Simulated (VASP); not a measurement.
# BaS (F-43m) in VASP: single point with LDA

Aim: the single point of BaS with LDA.

All numbers are computed with VASP 6.6.1; they aren't measurements. Logs are shortened: lines on timing, memory, paths and dates and some standing lists are left out, and cuts for length are marked.

### Step 1. The cell of the first run

It takes space group F-43m (No. 216, cubic). Conventional cell: a = 7.039 Å, b = 7.039 Å, c = 7.039 Å, α = 90.00°, β = 90.00°, γ = 90.00°. Ba (site symmetry -43m) has 4 S at 3.05 Å within 4.0 Å. Within 4.0 Å of S (site symmetry -43m) lie 4 Ba at 3.05 Å.

### Step 2. Single point, LDA

INCAR

```
SYSTEM = BaS
PREC = Accurate
ENCUT = 520
EDIFF = 1E-6
ISMEAR = 0
SIGMA = 0.01
LREAL = .FALSE.
LASPH = .TRUE.
NELM = 60
ALGO = Normal
ISIF = 2
LWAVE = .FALSE.
LCHARG = .FALSE.
NBANDS = 15
```

KPOINTS

```
regular mesh
0
G
  4 4 4
  0 0 0
```

POSCAR

```
BaS
1.0
    0.0000000000      3.5194117709      3.5194117709
    3.5194117709      0.0000000000      3.5194117709
    3.5194117709      3.5194117709      0.0000000000
Ba S
1 1
Direct
    0.0000000000      0.0000000000      0.0000000000
    0.2500000000      0.2500000000      0.2500000000
```

Potentials or basis: VASP PAW LDA potentials, release 64 (Ba_sv, S).

Launch:

```console
> cat potpaw_LDA.64/Ba_sv/POTCAR potpaw_LDA.64/S/POTCAR > POTCAR
> mpirun -np 1 vasp_std > vasp.out
```

OUTCAR:

```text
SYSTEM = BaS
   PREC = Accurate
   ENCUT = 520
   EDIFF = 1E-6
   ISMEAR = 0
   LREAL = .FALSE.
   LASPH = .TRUE.
   NELM = 60
   ISIF = 2

 ion  position               nearest neighbor table
   1  0.000  0.000  0.000-   2 3.05   2 3.05   2 3.05   2 3.05
   2  0.250  0.250  0.250-   1 3.05   1 3.05   1 3.05   1 3.05

  LATTYP: Found a face centered cubic cell.
 ALAT       =     7.0388235418

  Lattice vectors:

 A1 = (   0.0000000000,   3.5194117709,   3.5194117709)
 A2 = (   3.5194117709,   0.0000000000,   3.5194117709)
 A3 = (   3.5194117709,   3.5194117709,   0.0000000000)

Analysis of symmetry for initial positions (statically):
=====================================================================
 Subroutine PRICEL returns:
 Original cell was already a primitive cell.

 Routine SETGRP: Setting up the symmetry group for a
 face centered cubic supercell.

 Subroutine GETGRP returns: Found 24 space group operations
 (whereof 24 operations were pure point group operations)
 out of a pool of 48 trial point group operations.

The static configuration has the point symmetry T_d .

Analysis of symmetry for dynamics (positions and initial velocities):
=====================================================================
 Subroutine PRICEL returns:
 Original cell was already a primitive cell.

 Routine SETGRP: Setting up the symmetry group for a
 face centered cubic supercell.

 Subroutine GETGRP returns: Found 24 space group operations
 (whereof 24 operations were pure point group operations)
 out of a pool of 48 trial point group operations.

The dynamic configuration has the point symmetry T_d .

 Subroutine INISYM returns: Found 24 space group operations
 (whereof 24 operations are pure point group operations),
 and found     1 'primitive' translations

----------------------------------------------------------------------------------------

                                     Primitive cell

  volume of cell :      87.1847

  direct lattice vectors                    reciprocal lattice vectors
     0.000000000  3.519411771  3.519411771    -0.142069196  0.142069196  0.142069196
     3.519411771  0.000000000  3.519411771     0.142069196 -0.142069196  0.142069196
     3.519411771  3.519411771  0.000000000     0.142069196  0.142069196 -0.142069196

  length of vectors
     4.977199858  4.977199858  4.977199858     0.246071065  0.246071065  0.246071065

  position of ions in fractional coordinates (direct lattice)
     0.000000000  0.000000000  0.000000000
     0.250000000  0.250000000  0.250000000

  ion indices of the primitive-cell ions
   primitive index   ion index
                 1           1
                 2           2

----------------------------------------------------------------------------------------

 KPOINTS: regular mesh

Automatic generation of k-mesh.
 Grid dimensions read from file:
 generate k-points for:    4    4    4

 Generating k-lattice:

  Cartesian coordinates                     Fractional coordinates (reciprocal lattice)
    -0.035517299  0.035517299  0.035517299     0.250000000  0.000000000  0.000000000
     0.035517299 -0.035517299  0.035517299     0.000000000  0.250000000  0.000000000
     0.035517299  0.035517299 -0.035517299     0.000000000  0.000000000  0.250000000

  Length of vectors
     0.061517766  0.061517766  0.061517766

  Shift w.r.t. Gamma in fractional coordinates (k-lattice)
     0.000000000  0.000000000  0.000000000

 Subroutine IBZKPT returns following result:
 ===========================================

 Found      8 irreducible k-points:

 Following reciprocal coordinates:
            Coordinates               Weight
  0.000000  0.000000  0.000000      1.000000
  0.250000  0.000000  0.000000      8.000000
  0.500000  0.000000  0.000000      4.000000
  0.250000  0.250000  0.000000      6.000000
  0.500000  0.250000  0.000000     24.000000
 -0.250000  0.250000  0.000000     12.000000
  0.500000  0.500000  0.000000      3.000000
 -0.250000  0.500000  0.250000      6.000000
   k-points           NKPTS =      8   k-points in BZ     NKDIM =      8   number of bands    NBANDS=     15
   number of dos      NEDOS =    301   number of ions     NIONS =      2
   total plane-waves  NPLWV =  64000
   dimension x,y,z NGX =    40 NGY =   40 NGZ =   40
   dimension x,y,z NGXF=    80 NGYF=   80 NGZF=   80
   ions per type =               1   1
   NGX,Y,Z   is equivalent  to a cutoff of  13.36, 13.36, 13.36 a.u.
   NGXF,Y,Z  is equivalent  to a cutoff of  26.72, 26.72, 26.72 a.u.
 SYSTEM =  BaS
   PREC   = accura    normal or accurate (medium, high low for compatibility)
   ISTART =      0    job   : 0-new  1-cont  2-samecut
   ICHARG =      2    charge: 1-file 2-atom 10-const
   ISPIN  =      1    spin polarized calculation?
   LNONCOLLINEAR =      F non collinear calculations
   LSORBIT =      F    spin-orbit coupling
   LASPH  =      T    aspherical Exc in radial PAW
   ENCUT  =  520.0 eV  38.22 Ry    6.18 a.u.   9.25  9.25  9.25*2*pi/ulx,y,z
   NELM   =     60;   NELMIN=  2; NELMDL= -5     # of ELM steps
   EDIFF  = 0.1E-05   stopping-criterion for ELM
   LREAL  =      F    real-space projection
   EDIFFG = 0.1E-04   stopping-criterion for IOM
   NSW    =      0    number of steps for IOM
   IBRION =     -1    ionic relax: 0-MD 1-quasi-New 2-CG
   NFREE  =      0    steps in history (QN), initial steepest desc. (CG)
   ISIF   =      2    stress and relaxation
   ISYM   =      2    0-nonsym 1-usesym 2-fastsym
   POTIM  = 0.5000    time-step for ionic-motion
   TEBEG  =    0.0;   TEEND  =   0.0 temperature during run
   PSTRESS=    0.0 pullay stress
   NELECT =      16.0000    total number of electrons
   NUPDOWN=      -1.0000    fix difference up-down
   EMIN   =  10.00;   EMAX   =-10.00  energy-range for DOS
   EFERMI =   0.00;   METHOD = LEGACY
   ISMEAR =     0;   SIGMA  =   0.01  broadening in eV -4-tet -1-fermi 0-gaus
   EFERMI_NEDOS =   21; number of points for ismear=-14 and -15
   IALGO  =     38    algorithm
   IMIX   =      4    mixing-type and parameters
     AMIX     =   0.40;   BMIX     =  1.00
     AMIX_MAG =   1.60;   BMIX_MAG =  1.00
  volume/ion in A,a.u.               =      43.59       294.18
  Fermi-wavevector in a.u.,A,eV,Ry     =   0.930325  1.758060 11.775908  0.865505
  Thomas-Fermi vector in A             =   2.056702
   LORBIT       =      0    0 simple, 1 ext, 2 COOP (PROOUT), +10 PAW based schemes
   GGA     = CA    functional components
   LHFCALC =     F    Hartree Fock is set to
   AEXX    =    0.0000 exact exchange contribution
   IVDW    =     0    specifies the selected vdW correction
   LEPSILON=     F    determine dielectric tensor
   LRPA    =     F    only Hartree local field effects (RPA)
 non-spin polarized calculation
 Gauss-broadening in eV      SIGMA  =   0.01
  energy-cutoff  :      520.00
  volume of cell :       87.18
 maximum number of plane-waves:      2397
 NGX is ok and might be reduce to    40
   NGX = 19   NGY = 19   NGZ = 19

 number of electron      15.9999999 magnetization

 Free energy of the ion-electron system (eV)
  ---------------------------------------------------
  ext. energy  EPLUGINS =         0.00000000
  ---------------------------------------------------
  free energy    TOTEN  =       -10.51060579 eV

  energy without entropy =      -10.51060579  energy(sigma->0) =      -10.51060579

 E-fermi :  -0.3699     XC(G=0):  -7.6067

 val. band max:       -0.4161861649   @ k =  -0.2500   0.5000   0.2500
 cond. band min:       2.0278670600   @ k =   0.0000   0.0000   0.0000
 fundamental gap:      2.4440532249
 Fermi energy:        -0.3698834685

 k-point     1 :       0.0000    0.0000    0.0000
  band No.  band energies     occupation
      1     -26.4388      2.00000
      2     -11.6362      2.00000
      3     -11.6362      2.00000
      4     -11.6362      2.00000
      5     -10.2759      2.00000
      6      -1.1116      2.00000
      7      -1.1116      2.00000
      8      -1.1116      2.00000
      9       2.0279      0.00000
     10       4.5013      0.00000
     11       4.5013      0.00000
     12       6.4156      0.00000
     13       6.4156      0.00000
     14       6.4156      0.00000
     15       9.3579      0.00000

 k-point     2 :       0.2500    0.0000    0.0000
  band No.  band energies     occupation
      1     -26.4313      2.00000
      2     -12.0081      2.00000
      3     -11.6565      2.00000
      4     -11.6565      2.00000
      5      -9.8926      2.00000
      6      -1.2145      2.00000
      7      -0.9729      2.00000
      8      -0.9729      2.00000
      9       3.1510      0.00000
     10       4.2580      0.00000
     11       4.2580      0.00000
     12       5.8235      0.00000
     13       6.8375      0.00000
     14       6.8375      0.00000
     15       7.1336      0.00000

 k-point     3 :       0.5000    0.0000    0.0000
  band No.  band energies     occupation
      1     -26.4238      2.00000
      2     -12.2712      2.00000
      3     -11.6766      2.00000
      4     -11.6766      2.00000
      5      -9.6301      2.00000
      6      -1.0621      2.00000
      7      -0.8508      2.00000
      8      -0.8508      2.00000
      9       3.8026      0.00000
     10       4.6699      0.00000
     11       4.6699      0.00000
     12       4.7452      0.00000
     13       5.8558      0.00000
     14       5.8558      0.00000
     15       7.9664      0.00000

 k-point     4 :       0.2500    0.2500    0.0000
  band No.  band energies     occupation
      1     -26.4288      2.00000
      2     -12.0678      2.00000
      3     -11.6869      2.00000
      4     -11.6869      2.00000
      5      -9.7793      2.00000
      6      -1.4473      2.00000
      7      -0.7988      2.00000
      8      -0.7988      2.00000
      9       3.1713      0.00000
     10       3.7206      0.00000
     11       5.0181      0.00000
     12       6.2894      0.00000
     13       6.4993      0.00000
     14       6.4993      0.00000
     15       8.4521      0.00000

 k-point     5 :       0.5000    0.2500    0.0000
  band No.  band energies     occupation
      1     -26.4213      2.00000
      2     -12.2825      2.00000
      3     -11.7545      2.00000
      4     -11.7069      2.00000
      5      -9.5135      2.00000
      6      -1.2753      2.00000
      7      -0.6995      2.00000
      8      -0.6417      2.00000
      9       3.0422      0.00000
     10       4.0356      0.00000
     11       4.9602      0.00000
     12       6.0606      0.00000
     13       6.1081      0.00000
     14       6.7987      0.00000
     15       8.1952      0.00000

 k-point     6 :      -0.2500    0.2500    0.0000
  band No.  band energies     occupation
      1     -26.4238      2.00000
      2     -12.2156      2.00000
      3     -11.7565      2.00000
      4     -11.6768      2.00000
      5      -9.5971      2.00000
      6      -1.0974      2.00000
      7      -0.8862      2.00000
      8      -0.8116      2.00000
      9       3.4372      0.00000
     10       4.0119      0.00000
     11       4.4612      0.00000
     12       5.6407      0.00000
     13       6.6132      0.00000
     14       6.9991      0.00000
     15       7.6689      0.00000

 k-point     7 :       0.5000    0.5000    0.0000
  band No.  band energies     occupation
      1     -26.4188      2.00000
      2     -12.3542      2.00000
      3     -11.7368      2.00000
      4     -11.7368      2.00000
      5      -9.4406      2.00000
      6      -1.5556      2.00000
      7      -0.4241      2.00000
      8      -0.4241      2.00000
      9       2.7890      0.00000
     10       3.9630      0.00000
     11       5.7607      0.00000
     12       5.7607      0.00000
     13       5.7984      0.00000
     14       7.9024      0.00000
     15       8.0836      0.00000

 k-point     8 :      -0.2500    0.5000    0.2500
  band No.  band energies     occupation
      1     -26.4188      2.00000
      2     -12.3209      2.00000
      3     -11.7861      2.00000
      4     -11.7391      2.00000
      5      -9.4206      2.00000
      6      -1.0513      2.00000
      7      -0.9681      2.00000
      8      -0.4162      2.00000
      9       2.7521      0.00000
     10       3.7143      0.00000
     11       5.3420      0.00000
     12       5.8205      0.00000
     13       6.8899      0.00000
     14       7.8838      0.00000
     15       7.9553      0.00000

------------------------ aborting loop because EDIFF is reached ----------------------------------------

  FORCE on cell =-STRESS in cart. coord.  units (eV):
  Direction    XX          YY          ZZ          XY          YZ          ZX
  --------------------------------------------------------------------------------------
  -------------------------------------------------------------------------------------
  Total       -0.8923204     -0.8923204     -0.8923204      0.0000000      0.0000000      0.0000000
  in kB      -16.3980106    -16.3980106    -16.3980106      0.0000000      0.0000000      0.0000000
  external PRESSURE =     -16.3980106 kB  Pullay stress =       0.0000000 kB

 VOLUME and BASIS-vectors are now :
 -----------------------------------------------------------------------------
  energy-cutoff  :      520.00
  volume of cell :       87.18
      direct lattice vectors                 reciprocal lattice vectors
     0.000000000  3.519411771  3.519411771    -0.142069196  0.142069196  0.142069196
     3.519411771  0.000000000  3.519411771     0.142069196 -0.142069196  0.142069196
     3.519411771  3.519411771  0.000000000     0.142069196  0.142069196 -0.142069196

 POSITION                                       TOTAL-FORCE (eV/Angst)
 -----------------------------------------------------------------------------------
      0.00000      0.00000      0.00000         0.000000      0.000000      0.000000
      1.75971      1.75971      1.75971        -0.000000     -0.000000     -0.000000
 -----------------------------------------------------------------------------------
    total drift:                                0.000000      0.000000     -0.000000

  FREE ENERGIE OF THE ION-ELECTRON SYSTEM (eV)
  ---------------------------------------------------
  free  energy   TOTEN  =       -10.5106057937 eV

  energy  without entropy=      -10.5106057937  energy(sigma->0) =      -10.51060579
```

Run time: 38 s. Hardware: 1 thread of AMD EPYC 7R13, shared host; peak memory 0.16 GiB.

Results:

* Free energy: -10.5106 eV
* Pressure: -1.6 GPa
* Band gap on the k mesh: 2.44 eV, indirect (least direct gap 3.14 eV)

Levels at points of the mesh, in eV from the valence-band top:
```csv
k point,band 5,band 6,band 7,band 8,band 9,band 10,band 11,band 12
"(0.00, 0.00, 0.00)",-9.86,-0.70,-0.70,-0.70,2.44,4.92,4.92,6.83
"(0.50, 0.00, 0.00)",-9.21,-0.65,-0.43,-0.43,4.22,5.09,5.09,5.16
"(0.50, 0.50, 0.00)",-9.02,-1.14,-0.01,-0.01,3.21,4.38,6.18,6.18
```

Caveat: spin-orbit coupling is left out, which moves the levels of the heavy elements.
